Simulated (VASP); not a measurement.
Wanted: the native input for a VASP 6.6.1 run.

```yaml
Task: single point
Functional: PBE
Potentials_or_basis: VASP PAW PBE potentials, release 64 (Mg, Re)
Cutoff: 520 eV
k_mesh: 12 × 12 × 12
Occupations: gaussian, width 0.1 eV
Spin: no spin polarisation
Dipole_correction: no
Further_INCAR_settings: ALGO = Normal; EDIFF = 1e-06; NBANDS = 20
```

The structure of MgRe3 lies in POSCAR:

```
MgRe3
1.0
    0.0000000000      3.0386580979      3.0386580979
    2.9763675379      0.0622905600      2.9763675379
    3.0386580979      3.0386580979      0.0000000000
Mg Re
1 3
Direct
   -0.0184553919      0.0553661758     -0.0184553919
    0.2447368475      0.2657894576      0.2447368475
    0.5039984121      0.4880047637      0.5039984121
    0.7697201324      0.6908396029      0.7697201324
```

This cell differs from its parent crystal: strained and its atoms moved.

The input as run:

INCAR

```
SYSTEM = MgRe3
PREC = Accurate ; ENCUT = 520
EDIFF = 1E-6 ; ISMEAR = 0
SIGMA = 0.1 ; LREAL = .False.
LASPH = .True. ; NELM = 100
ALGO = Normal ; ISIF = 2
LWAVE = .False. ; LCHARG = .True.
GGA = PE ; LELF = .True.
LVHAR = .True. ; NBANDS = 20
```

KPOINTS

```
Automatic mesh
0
Gamma
  12 12 12
  0 0 0
```

Potentials or basis: VASP PAW PBE potentials, release 64 (Mg, Re).

The run is started by

```console
$ cat potpaw_PBE.64/Mg/POTCAR potpaw_PBE.64/Re/POTCAR > POTCAR
$ mpirun -np 1 vasp_std > vasp.out
```

Results of the run:

| Property | Result |
| --- | --- |
| Pressure | 40.7 GPa |
| Largest force | 7.344 eV/Å |

Caveat: the cell differs from its parent crystal (strained and its atoms moved); forces of over 1 eV/Å act on the atoms, so gaps and moduli don't describe the material at rest.

It took 89 s on 1 thread of Intel(R) Xeon(R) 6975P-C (Granite Rapids) (shared host), peak memory 0.32 GiB.
